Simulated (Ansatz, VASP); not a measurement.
One calculation of Ba, two programs

Contents of INCAR:

```
SYSTEM = Ba
PREC = Accurate
ENCUT = 520
EDIFF = 1E-6
ISMEAR = 0
SIGMA = 0.1
LREAL = .FALSE.
LASPH = .TRUE.
NELM = 100
ALGO = Fast
ISIF = 2
LWAVE = .FALSE.
LCHARG = .TRUE.
GGA = RP
LELF = .TRUE.
LVHAR = .TRUE.
NBANDS = 11
```

The input KPOINTS:

```
Automatic mesh
0
G
  8 8 8
  0 0 0
```

The input POSCAR:

```
Ba
1.0
   -2.4726242250      2.4726242250      2.4726242250
    2.4726242250     -2.4726242250      2.4726242250
    2.4726242250      2.4726242250     -2.4726242250
Ba
1
Direct
    0.0000000000      0.0000000000      0.0000000000
```

input.yaml

```yaml
crystal:
  lattice:
    - [-2.472624225, 2.472624225, 2.472624225]
    - [2.472624225, -2.472624225, 2.472624225]
    - [2.472624225, 2.472624225, -2.472624225]
  atoms:
    - { symbol: Ba, position: [0.0, 0.0, 0.0] }
kpoints:
  mp_grid: { grid: [8, 8, 8] }
scf:
  occupations: { method: gaussian, width: 0.1 }
hamiltonian:
  xc: rpbe
  pseudopotentials: { kind: all_electron, lapw: { basis_error: 0.001 } }
output:
  forces: true
  stress: true
  eigenvalues: true
```

Change from the starting cell: volume scaled by 0.96.

Alike in both runs: task single point; functional RPBE; k mesh 8 × 8 × 8; occupations gaussian, width 0.1 eV; no spin polarisation.

```csv
,VASP,Ansatz
version,VASP 6.6.1,Ansatz 0.2.0
potentials or method,"VASP PAW PBE potentials, release 64 (Ba_sv), cutoff 520 eV","all-electron LAPW, scalar-relativistic"
```

```csv
,VASP,Ansatz,Ansatz less VASP
gap on the k mesh at the Fermi level (eV),none,none,-
pressure (GPa),1.2,1.1,-0.06
```

VASP's potentials were made for PBE, not for RPBE. A gap of «none» marks a metal or a gap that the smearing closes. Ansatz ran all-electron here, and VASP with PAW potentials.

Spin-orbit coupling is off throughout.
